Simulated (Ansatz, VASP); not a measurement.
GaP: VASP beside Ansatz

Contents of INCAR:

```
  PREC = Accurate
  ENCUT = 520
  EDIFF = 1E-6
  ISMEAR = -1
  SIGMA = 0.08
  LREAL = F
  LASPH = T
  NELM = 80
  ALGO = Normal
  ISIF = 2
  LWAVE = F
  LCHARG = T
  GGA = PS
  LELF = T
  LVHAR = T
  NBANDS = 16
```

File KPOINTS:

```
Automatic mesh
0
Gamma
  12 12 12
```

File POSCAR:

```
GaP
1.0
    0.0000000000      2.7797550000      2.7252500000
    2.7797550000      0.0000000000      2.7252500000
    2.7797550000      2.7797550000      0.0000000000
Ga P
1 1
Direct
    0.0000000000      0.0000000000      0.0000000000
    0.7500000000      0.7500000000      0.7500000000
```

Input for Ansatz:

```yaml
crystal:
  lattice:
    - [0.0, 2.779755, 2.72525]
    - [2.779755, 0.0, 2.72525]
    - [2.779755, 2.779755, 0.0]
  atoms:
    - { symbol: Ga, position: [0.0, 0.0, 0.0] }
    - { symbol: P, position: [0.75, 0.75, 0.75] }
kpoints:
  mp_grid: { grid: [12, 12, 12] }
  band_path:
    path:
      - [0.0, 0.0, 0.0]
      - [0.0, 0.5, 0.5]
      - [0.25, 0.75, 0.5]
      - [0.0, 0.5, 0.0]
      - [0.0, 0.0, 0.0]
      - [0.5, 0.5, 0.0]
      - [0.38005, 0.61995, 0.0]
      - [-0.38005, 0.38005, 0.0]
      - [0.0, 0.0, 0.0]
    npoints: 5
scf:
  occupations: { method: fermi_dirac, width: 0.08 }
hamiltonian:
  xc: pbesol
  pseudopotentials: { kind: all_electron, lapw: { basis_error: 0.0005 } }
output:
  forces: true
  stress: true
  eigenvalues: true
```

Change from the starting cell: equal xx and yy strain of +2 %.

Alike in both runs: task single point; functional PBEsol; k mesh 12 × 12 × 12; occupations fermi-dirac, width 0.08 eV; no spin polarisation.

```csv
,VASP,Ansatz
version,VASP 6.6.1,Ansatz 0.2.0
potentials or method,"VASP PAW PBE potentials, release 64 (Ga_d, P), cutoff 520 eV","all-electron LAPW, scalar-relativistic"
```

|  | VASP | Ansatz | Ansatz less VASP |
| --- | --- | --- | --- |
| pressure (GPa) | -3.6 | -3.6 | +0.06 |
| traceless stress, the component that is largest in VASP (GPa) | 0.94 | 0.94 | -0.003 |

VASP's potentials were made for PBE, not for PBEsol. Ansatz ran all-electron here, and VASP with PAW potentials.
